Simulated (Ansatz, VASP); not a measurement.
## WS2: VASP beside Ansatz

Contents of INCAR:

```
PREC = Accurate
ENCUT = 520
EDIFF = 1E-7
ISMEAR = 0
SIGMA = 0.02
LREAL = F
LASPH = T
NELM = 80
ALGO = Normal
ISIF = 2
LWAVE = F
LCHARG = F
LDIPOL = T
IDIPOL = 3
DIPOL = 0.5 0.5 0.500
GGA = PE
IVDW = 12
NBANDS = 20
```

KPOINTS

```
Automatic mesh
0
Gamma
  12 12 1
```

POSCAR

```
WS2
1.0
    3.1600000000      0.0000000000      0.0000000000
   -1.5800000000      2.7366402760      0.0000000000
    0.0000000000      0.0000000000     32.2910878415
S W
2 1
Direct
    0.3333333333      0.6666666667      0.4550091869
    0.3333333333      0.6666666667      0.5450030581
    0.6666666667      0.3333333333      0.5000061204
```

Input for Ansatz:

```yaml
crystal:
  lattice:
    - [3.16, 0.0, 0.0]
    - [-1.58, 2.736640276, 0.0]
    - [0.0, 0.0, 32.2910878415]
  atoms:
    - { symbol: S, position: [0.3333333333, 0.6666666667, 0.4550091869] }
    - { symbol: W, position: [0.6666666667, 0.3333333333, 0.5000061204] }
    - { symbol: S, position: [0.3333333333, 0.6666666667, 0.5450030581] }
  periodic: [true, true, false]
basis:
  ecutwfc: 420
kpoints:
  mp_grid: { grid: [12, 12, 1] }
hamiltonian:
  xc: pbe
  pseudopotentials: { kind: paw, azcp: { folder: soft_1 } }
  dispersion: d3bj
scf:
  occupations: { method: gaussian, width: 0.02 }
output:
  forces: true
  stress: true
  eigenvalues: true
  write_density: true
  write_potential: true
  elf: true
  volumetric_format: npy
```

Alike in both runs: task single point; functional PBE; dispersion D3(BJ); k mesh 12 × 12 × 1; occupations gaussian, width 0.02 eV; no spin polarisation.

```csv
,VASP,Ansatz
version,VASP 6.6.1,Ansatz 0.2.0
potentials or method,"VASP PAW PBE potentials, release 64 (S, W_sv), cutoff 520 eV","scalar-relativistic, plane waves, PAW"
valence electrons in the cell,26,26
```

Ansatz gave:

* gap on the k mesh at the Fermi level (eV): 1.05
* least direct gap on the mesh (eV): 1.58
* rms of the force components (eV/Å): 1.353

**Question.** Which values does VASP return?

**Answer.** gap on the k mesh at the Fermi level (eV): 1.07; least direct gap on the mesh (eV): 1.58; rms of the force components (eV/Å): 1.352.

Ansatz's warnings: xc potential rough in thin density.

Spin-orbit coupling is off throughout.
